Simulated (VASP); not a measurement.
Wanted: the native input for a VASP 6.6.1 run.

```yaml
Task: relaxation of cell and atoms
Functional: PBE
Potentials_or_basis: VASP PAW PBE potentials, release 64 (Sr_sv, Ir)
Cutoff: 600 eV
k_mesh: 4 × 4 × 4
Occupations: gaussian, width 0.1 eV
Spin: no spin polarisation
Dipole_correction: no
Further_INCAR_settings: ALGO = Normal; EDIFF = 1e-07; IBRION = 2; EDIFFG = -0.04; NSW = 90; ISIF = 3
```

The structure of Sr4Ir lies in POSCAR:

```
Sr4Ir
1.0
   -4.1902632400      4.1902632400      4.1902632400
    4.1902632400     -4.1902632400      4.1902632400
    4.1902632400      4.1902632400     -4.1902632400
Sr Ir
4 1
Direct
    0.5000000000      0.5000000000      0.5000000000
    0.0000000000      0.0000000000      0.5000000000
    0.0000000000      0.5000000000      0.0000000000
    0.5000000000      0.0000000000      0.0000000000
    0.0000000000      0.0000000000      0.0000000000
```

The cell was generated, and may not be a known phase.

One way to write it, as run:

INCAR

```
  PREC = Accurate
  ENCUT = 600
  EDIFF = 1E-7
  ISMEAR = 0
  SIGMA = 0.1
  LREAL = False
  LASPH = True
  NELM = 80
  ALGO = Normal
  ISIF = 3
  LWAVE = False
  LCHARG = False
  GGA = PE
  IBRION = 2
  NSW = 90
  EDIFFG = -0.04
```

KPOINTS

```
Automatic mesh
0
Gamma
  4 4 4
```

Potentials or basis: VASP PAW PBE potentials, release 64 (Sr_sv, Ir).

Command:

```console
$ cat potpaw_PBE.64/Sr_sv/POTCAR potpaw_PBE.64/Ir/POTCAR > POTCAR
$ mpirun -np 1 vasp_std > vasp.out
```

It gave:

```json
{
 "Relaxed volume": "40.50 Å³/atom",
 "Relaxed cell": "a = 6.408 Å, b = 6.408 Å, c = 6.408 Å, α = 109.47°, β = 109.47°, γ = 109.47°",
 "Space group after relaxing (to 0.1 Å)": "Im-3m (No. 229)",
 "Energy gained by relaxing": "310.8 meV/atom",
 "Ionic steps": "4",
 "Pressure after relaxing": "0.1 GPa",
 "Band gap on the k mesh": "zero (an odd number of electrons rules out a gap without spin polarisation)"
}
```

Caveat: the volume moved by over 15 % at a fixed basis, so the end points are rough; spin-orbit coupling is left out, which moves the levels of the heavy elements.

Run time: 13 min on 1 thread of Intel(R) Xeon(R) Platinum 8259CL CPU @ 2.50GHz (Skylake/Cascade Lake) (shared host), peak memory 0.57 GiB.
